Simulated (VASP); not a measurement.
# Ti8H (F222) in VASP: a series of runs

Ti8H is run at these levels: PBE; tasks: single point.

Everything below comes from runs of VASP 6.6.1. Logs are shortened: lines on timing, memory, paths and dates and some standing lists are left out, and cuts for length are marked.

## (1) The cell of the first run

The typed cell holds 9 atoms: a = 5.689 Å, b = 5.695 Å, c = 5.689 Å, α = 108.56°, β = 111.27°, γ = 108.56°.

## (2) Single point, PBE

Contents of INCAR:

```
PREC = Accurate
ENCUT = 520
EDIFF = 1E-6
ISMEAR = 0
SIGMA = 0.1
LREAL = False
LASPH = True
NELM = 100
ALGO = Fast
ISIF = 2
LWAVE = False
LCHARG = True
GGA = PE
LELF = True
LVHAR = True
NBANDS = 58
```

Contents of KPOINTS:

```
Automatic mesh
0
Gamma
  4 4 4
```

Contents of POSCAR:

```
Ti8H
1.0
   -3.3207348575      3.2115884193      3.3207348575
    3.3253588615     -3.2115884193      3.3253588615
    3.3207348575      3.2115884193     -3.3207348575
Ti H
8 1
Direct
   -0.0202749534      0.0240391871     -0.0086317548
    0.0443141406      0.0240391871      0.5326709420
    0.0001353902      0.5330484819     -0.0196385457
   -0.0199627890      0.5013771188      0.4683940124
    0.4600211253     -0.0076321760     -0.0202049388
    0.5323466987     -0.0076321760      0.5125727628
    0.5329130918      0.5330484819      0.0526870277
    0.5213399078      0.5013771188      0.5329831064
    0.1313540765      0.2627081530      0.3813540765
```

Potentials or basis: VASP PAW PBE potentials, release 64 (Ti_sv, H).

Command:

```console
$ cat potpaw_PBE.64/Ti_sv/POTCAR potpaw_PBE.64/H/POTCAR > POTCAR
$ mpirun -np 1 vasp_std > vasp.out
```

OUTCAR:

```text
PREC = Accurate
   ENCUT = 520
   EDIFF = 1E-6
   ISMEAR = 0
   LREAL = False
   LASPH = True
   NELM = 100
   ISIF = 2
   GGA = PE

 ion  position               nearest neighbor table
   1  0.980  0.024  0.991-   9 1.86   2 2.76   8 2.76   3 2.82   5 2.82   5 2.88   6 2.88   3 2.89

   2  0.044  0.024  0.533-   9 1.86   1 2.76   4 2.76   7 2.82   6 2.82   6 2.88   5 2.88   7 2.89

   3  0.000  0.533  0.980-   1 2.82   4 2.82   7 2.83   6 2.84   4 2.88   8 2.88   1 2.89   6 2.91
                             7 2.91
   4  0.980  0.501  0.468-   9 1.86   8 2.76   2 2.76   5 2.82   3 2.82   3 2.88   7 2.88   5 2.89

   5  0.460  0.992  0.980-   4 2.82   1 2.82   6 2.83   7 2.84   1 2.88   2 2.88   4 2.89   7 2.91
                             6 2.91
   6  0.532  0.992  0.513-   8 2.82   2 2.82   5 2.83   3 2.84   2 2.88   1 2.88   8 2.89   3 2.91
                             5 2.91
   7  0.533  0.533  0.053-   2 2.82   8 2.82   3 2.83   5 2.84   8 2.88   4 2.88   2 2.89   5 2.91
                             3 2.91
   8  0.521  0.501  0.533-   9 1.86   4 2.76   1 2.76   6 2.82   7 2.82   7 2.88   3 2.88   6 2.89

   9  0.131  0.263  0.381-   8 1.86   4 1.86   1 1.86   2 1.86

  LATTYP: Found a face centered orthorhombic cell.
 ALAT       =     6.4231768386
 B/A-ratio  =     1.4622758770
 C/A-ratio  =     1.4643120437

  Lattice vectors:

 A1 = (  -0.0046240040,   0.0000000000,  -6.6460937190)
 A2 = (  -3.3253588615,   3.2115884193,  -3.3253588615)
 A3 = (   3.3207348575,   3.2115884193,  -3.3207348575)

Analysis of symmetry for initial positions (statically):
=====================================================================
 Subroutine PRICEL returns:
 Original cell was already a primitive cell.

 Routine SETGRP: Setting up the symmetry group for a
 face centered orthorhombic supercell.

 Subroutine GETGRP returns: Found  4 space group operations
 (whereof  1 operations were pure point group operations)
 out of a pool of  8 trial point group operations.

The static configuration has the point symmetry C_1 .
 The point group associated with its full space group is D_2 .

Analysis of symmetry for dynamics (positions and initial velocities):
=====================================================================
 Subroutine PRICEL returns:
 Original cell was already a primitive cell.

 Routine SETGRP: Setting up the symmetry group for a
 face centered orthorhombic supercell.

 Subroutine GETGRP returns: Found  4 space group operations
 (whereof  1 operations were pure point group operations)
 out of a pool of  8 trial point group operations.

The dynamic configuration has the point symmetry C_1 .
 The point group associated with its full space group is D_2 .

 Subroutine INISYM returns: Found  4 space group operations
 (whereof  1 operations are pure point group operations),
 and found     1 'primitive' translations

----------------------------------------------------------------------------------------

                                     Primitive cell

  volume of cell :     141.8576

  direct lattice vectors                    reciprocal lattice vectors
    -3.320734858  3.211588419  3.320734858    -0.000104685  0.155686201  0.150464397
     3.325358861 -3.211588419  3.325358861     0.150359712  0.000000000  0.150359712
     3.320734858  3.211588419 -3.320734858     0.150464397  0.155686201 -0.000104685

  length of vectors
     5.689363775  5.694762795  5.689363775     0.216512676  0.212640744  0.216512676

  position of ions in fractional coordinates (direct lattice)
     0.979725047  0.024039187  0.991368245
     0.044314141  0.024039187  0.532670942
     0.000135390  0.533048482  0.980361454
     0.980037211  0.501377119  0.468394012
     0.460021125  0.992367824  0.979795061
     0.532346699  0.992367824  0.512572763
     0.532913092  0.533048482  0.052687028
     0.521339908  0.501377119  0.532983106
     0.131354077  0.262708153  0.381354077

  ion indices of the primitive-cell ions
   primitive index   ion index
                 1           1
                 2           2
                 3           3
                 4           4
                 5           5
                 6           6
                 7           7
                 8           8
                 9           9

----------------------------------------------------------------------------------------

 KPOINTS: Automatic mesh

Automatic generation of k-mesh.
 Grid dimensions read from file:
 generate k-points for:    4    4    4

 Generating k-lattice:

  Cartesian coordinates                     Fractional coordinates (reciprocal lattice)
    -0.000026171  0.038921550  0.037616099     0.250000000  0.000000000  0.000000000
     0.037589928  0.000000000  0.037589928     0.000000000  0.250000000  0.000000000
     0.037616099  0.038921550 -0.000026171    -0.000000000  0.000000000  0.250000000

  Length of vectors
     0.054128169  0.053160186  0.054128169

  Shift w.r.t. Gamma in fractional coordinates (k-lattice)
     0.000000000  0.000000000  0.000000000

 Subroutine IBZKPT returns following result:
 ===========================================

 Found     18 irreducible k-points:

 Following reciprocal coordinates:
            Coordinates               Weight
  0.000000  0.000000  0.000000      1.000000
  0.250000  0.000000 -0.000000      8.000000
  0.500000  0.000000 -0.000000      4.000000
  0.000000  0.250000  0.000000      2.000000
  0.250000  0.250000  0.000000      8.000000
  0.500000  0.250000  0.000000      4.000000
[... 10 lines left out ...]
  0.500000  0.250000  0.500000      2.000000
  0.500000  0.500000  0.500000      1.000000
   k-points           NKPTS =     18   k-points in BZ     NKDIM =     18   number of bands    NBANDS=     58
   number of dos      NEDOS =    301   number of ions     NIONS =      9
   total plane-waves  NPLWV =  74088
   dimension x,y,z NGX =    42 NGY =   42 NGZ =   42
   dimension x,y,z NGXF=    84 NGYF=   84 NGZF=   84
   ions per type =               8   1
   NGX,Y,Z   is equivalent  to a cutoff of  12.27, 12.26, 12.27 a.u.
   NGXF,Y,Z  is equivalent  to a cutoff of  24.55, 24.52, 24.55 a.u.
 SYSTEM =  unknown system
   PREC   = accura    normal or accurate (medium, high low for compatibility)
   ISTART =      0    job   : 0-new  1-cont  2-samecut
   ICHARG =      2    charge: 1-file 2-atom 10-const
   ISPIN  =      1    spin polarized calculation?
   LNONCOLLINEAR =      F non collinear calculations
   LSORBIT =      F    spin-orbit coupling
   LASPH  =      T    aspherical Exc in radial PAW
   ENCUT  =  520.0 eV  38.22 Ry    6.18 a.u.  10.58 10.59 10.58*2*pi/ulx,y,z
   NELM   =    100;   NELMIN=  2; NELMDL= -5     # of ELM steps
   EDIFF  = 0.1E-05   stopping-criterion for ELM
   LREAL  =      F    real-space projection
   EDIFFG = 0.1E-04   stopping-criterion for IOM
   NSW    =      0    number of steps for IOM
   IBRION =     -1    ionic relax: 0-MD 1-quasi-New 2-CG
   NFREE  =      0    steps in history (QN), initial steepest desc. (CG)
   ISIF   =      2    stress and relaxation
   ISYM   =      2    0-nonsym 1-usesym 2-fastsym
   POTIM  = 0.5000    time-step for ionic-motion
   TEBEG  =    0.0;   TEEND  =   0.0 temperature during run
   PSTRESS=    0.0 pullay stress
   NELECT =      97.0000    total number of electrons
   NUPDOWN=      -1.0000    fix difference up-down
   EMIN   =  10.00;   EMAX   =-10.00  energy-range for DOS
   EFERMI =   0.00;   METHOD = LEGACY
   ISMEAR =     0;   SIGMA  =   0.10  broadening in eV -4-tet -1-fermi 0-gaus
   EFERMI_NEDOS =   21; number of points for ismear=-14 and -15
   IALGO  =     68    algorithm
   IMIX   =      4    mixing-type and parameters
     AMIX     =   0.40;   BMIX     =  1.00
     AMIX_MAG =   1.60;   BMIX_MAG =  1.00
  volume/ion in A,a.u.               =      15.76       106.37
  Fermi-wavevector in a.u.,A,eV,Ry     =   1.442274  2.725503 28.302231  2.080155
  Thomas-Fermi vector in A             =   2.560813
   LORBIT       =      0    0 simple, 1 ext, 2 COOP (PROOUT), +10 PAW based schemes
   GGA     = PE    functional components
   LHFCALC =     F    Hartree Fock is set to
   AEXX    =    0.0000 exact exchange contribution
   IVDW    =     0    specifies the selected vdW correction
   LEPSILON=     F    determine dielectric tensor
   LRPA    =     F    only Hartree local field effects (RPA)
 non-spin polarized calculation
 RMM-DIIS sequential band-by-band and
 Gauss-broadening in eV      SIGMA  =   0.10
  energy-cutoff  :      520.00
  volume of cell :      141.86
 maximum number of plane-waves:      3852
   NGX = 21   NGY = 21   NGZ = 21

 number of electron      97.0000003 magnetization

 Free energy of the ion-electron system (eV)
  ---------------------------------------------------
  ext. energy  EPLUGINS =         0.00000000
  ---------------------------------------------------
  free energy    TOTEN  =       -66.25461438 eV

  energy without entropy =      -66.18627591  energy(sigma->0) =      -66.22044514

 E-fermi :   7.9964     XC(G=0): -11.4669

 val. band max:        7.9921555065   @ k =  -0.2500   0.2500   0.2500
 cond. band min:       7.9999954405   @ k =   0.2500   0.2500   0.2500
 fundamental gap:      0.0078399340
 Fermi energy:         7.9963751678

 k-point     1 :       0.0000    0.0000    0.0000
  band No.  band energies     occupation
      1     -48.6401      2.00000
      2     -48.5262      2.00000
      3     -48.5253      2.00000
      4     -48.5123      2.00000
      5     -48.5060      2.00000
      6     -48.4990      2.00000
[... 50 lines left out ...]
     57      10.1640      0.00000
     58      10.1980      0.00000

 k-point     2 :       0.2500    0.0000   -0.0000
  band No.  band energies     occupation
      1     -48.6223      2.00000
      2     -48.5354      2.00000
      3     -48.5265      2.00000
      4     -48.5156      2.00000
      5     -48.5084      2.00000
      6     -48.4983      2.00000
[... 971 lines left out ...]
      2     -48.5422      2.00000
      3     -48.5322      2.00000
      4     -48.5308      2.00000
      5     -48.5149      2.00000
      6     -48.4937      2.00000
[... 50 lines left out ...]
     57       9.2460      0.00000
     58       9.3118      0.00000

------------------------ aborting loop because EDIFF is reached ----------------------------------------

  FORCE on cell =-STRESS in cart. coord.  units (eV):
  Direction    XX          YY          ZZ          XY          YZ          ZX
  --------------------------------------------------------------------------------------
  -------------------------------------------------------------------------------------
  Total       -0.1226967     -0.3198423     -0.1226967      0.0000000     -0.0000000     -0.0432824
  in kB       -1.3857687     -3.6123840     -1.3857687      0.0000000     -0.0000000     -0.4888425
  external PRESSURE =      -2.1279738 kB  Pullay stress =       0.0000000 kB

 VOLUME and BASIS-vectors are now :
 -----------------------------------------------------------------------------
  energy-cutoff  :      520.00
  volume of cell :      141.86
      direct lattice vectors                 reciprocal lattice vectors
    -3.320734858  3.211588419  3.320734858    -0.000104685  0.155686201  0.150464397
     3.325358861 -3.211588419  3.325358861     0.150359712  0.000000000  0.150359712
     3.320734858  3.211588419 -3.320734858     0.150464397  0.155686201 -0.000104685

 POSITION                                       TOTAL-FORCE (eV/Angst)
 -----------------------------------------------------------------------------------
      0.11860      6.25314      0.04127        -0.012274     -0.036205      0.004955
      1.70164      1.77583     -1.54176         0.004955      0.036205     -0.012274
      5.02765      1.43702     -1.48249        -0.013452     -0.017441      0.021275
     -0.03177      3.04155      3.36629         0.012274     -0.036205     -0.004955
      5.02601      1.43702      1.57395         0.013452     -0.017441     -0.021275
      3.23432      0.16877      3.36564        -0.021275      0.017441      0.013452
      0.17787      0.16877      3.36728         0.021275      0.017441     -0.013452
      1.70592      1.77583      1.62859        -0.004955      0.036205      0.012274
      1.70378      0.80290      0.04342        -0.000000      0.000000      0.000000
 -----------------------------------------------------------------------------------
    total drift:                               -0.000020     -0.000003     -0.000022

  FREE ENERGIE OF THE ION-ELECTRON SYSTEM (eV)
  ---------------------------------------------------
  free  energy   TOTEN  =       -66.2546143767 eV

  energy  without entropy=      -66.1862759081  energy(sigma->0) =      -66.22044514
```

It took 7 min on 1 thread of Intel Xeon 6975P-C (Granite Rapids), shared host; peak memory 0.32 GiB.

Results:

| Item | Value |
| --- | --- |
| Free energy | -66.2546 eV |
| Pressure | -0.2 GPa |
| Largest force | 0.039 eV/Å |
| Band gap on the k mesh | zero (an odd number of electrons rules out a gap without spin polarisation) |

Forces on the atoms (eV/Å):
```
Ti  -0.012 -0.036  0.005
Ti   0.005  0.036 -0.012
Ti  -0.013 -0.017  0.021
Ti   0.012 -0.036 -0.005
Ti   0.013 -0.017 -0.021
Ti  -0.021  0.017  0.013
Ti   0.021  0.017 -0.013
Ti  -0.005  0.036  0.012
H    0.000  0.000  0.000
```

Levels at points of the mesh, in eV from the Fermi level:
```
           k point  band 44  band 45  band 46  band 47  band 48  band 49  band 50  band 51  band 52  band 53
(0.00, 0.00, 0.00)    -0.54    -0.54    -0.50     0.01     0.27     0.64     0.81     0.81     0.97     1.04
(0.50, 0.00, 0.00)    -0.88    -0.67    -0.48    -0.40    -0.35     0.04     0.10     0.25     0.36     0.39
(0.00, 0.50, 0.00)    -0.68    -0.61    -0.59    -0.32    -0.28    -0.10    -0.09     0.28     0.43     0.58
(0.50, 0.00, 0.50)    -0.68    -0.61    -0.58    -0.32    -0.28    -0.11    -0.09     0.29     0.44     0.58
(0.50, 0.50, 0.50)    -0.73    -0.50    -0.05    -0.05    -0.01     0.02     0.22     0.89     0.90     0.98
```

## (3) Single point, PBE

Contents of INCAR:

```
SYSTEM = Ti8H
PREC = Accurate ; ENCUT = 520
EDIFF = 1E-6 ; ISMEAR = 0
SIGMA = 0.1 ; LREAL = .FALSE.
LASPH = .TRUE. ; NELM = 100
ALGO = Fast ; ISIF = 2
LWAVE = .FALSE. ; LCHARG = .FALSE.
GGA = PE ; NBANDS = 58
```

Contents of KPOINTS:

```
Automatic mesh
0
G
  6 6 6
  0 0 0
```

Contents of POSCAR:

```
Ti8H
1.0
   -3.3233910707      3.2123978640      3.3233910707
    3.3251994948     -3.2123978640      3.3251994948
    3.3233910707      3.2123978640     -3.3233910707
Ti H
8 1
Direct
   -0.0212936737      0.0243686871     -0.0095061993
    0.0456623608      0.0243686871      0.5338748864
   -0.0002034054      0.5333077501     -0.0207439068
   -0.0211667334      0.5010476188      0.4670457922
    0.4586564961     -0.0078914442     -0.0208030025
    0.5334520598     -0.0078914442      0.5129115584
    0.5335111555      0.5333077501      0.0540516569
    0.5222143523      0.5010476188      0.5340018267
    0.1313540765      0.2627081530      0.3813540765
```

Potentials or basis: VASP PAW PBE potentials, release 64 (Ti_sv, H).

Command:

```console
$ cat potpaw_PBE.64/Ti_sv/POTCAR potpaw_PBE.64/H/POTCAR > POTCAR
$ mpirun -np 1 vasp_std > vasp.out
```

Wall time 18 min (1 thread of Intel Xeon 6975P-C (Granite Rapids), shared host); peak memory 0.42 GiB.

It converged, with:

```yaml
Free_energy: -66.2537 eV
Pressure: -0.2 GPa
Largest_force: 0.015 eV/Å
Band_gap_on_the_k_mesh: zero (an odd number of electrons rules out a gap without spin polarisation)
```

Forces on the atoms (eV/Å):
```
Ti  -0.009 -0.012  0.002
Ti   0.002  0.012 -0.009
Ti  -0.002 -0.006 -0.003
Ti   0.009 -0.012 -0.002
Ti   0.002 -0.006  0.003
Ti   0.003  0.006  0.002
Ti  -0.003  0.006 -0.002
Ti  -0.002  0.012  0.009
H    0.000  0.000  0.000
```

Levels at points of the mesh, in eV from the Fermi level:
| k point | band 45 | band 46 | band 47 | band 48 | band 49 | band 50 | band 51 | band 52 |
| --- | --- | --- | --- | --- | --- | --- | --- | --- |
| (0.00, 0.00, 0.00) | -0.53 | -0.49 | 0.04 | 0.27 | 0.64 | 0.80 | 0.80 | 0.96 |
| (0.50, 0.00, 0.00) | -0.67 | -0.48 | -0.39 | -0.34 | 0.05 | 0.11 | 0.27 | 0.38 |
| (0.00, 0.50, 0.00) | -0.60 | -0.58 | -0.32 | -0.28 | -0.10 | -0.08 | 0.29 | 0.45 |
| (0.50, 0.00, 0.50) | -0.60 | -0.57 | -0.32 | -0.28 | -0.10 | -0.08 | 0.30 | 0.45 |
| (0.50, 0.50, 0.50) | -0.50 | -0.05 | -0.05 | -0.01 | 0.03 | 0.23 | 0.88 | 0.89 |
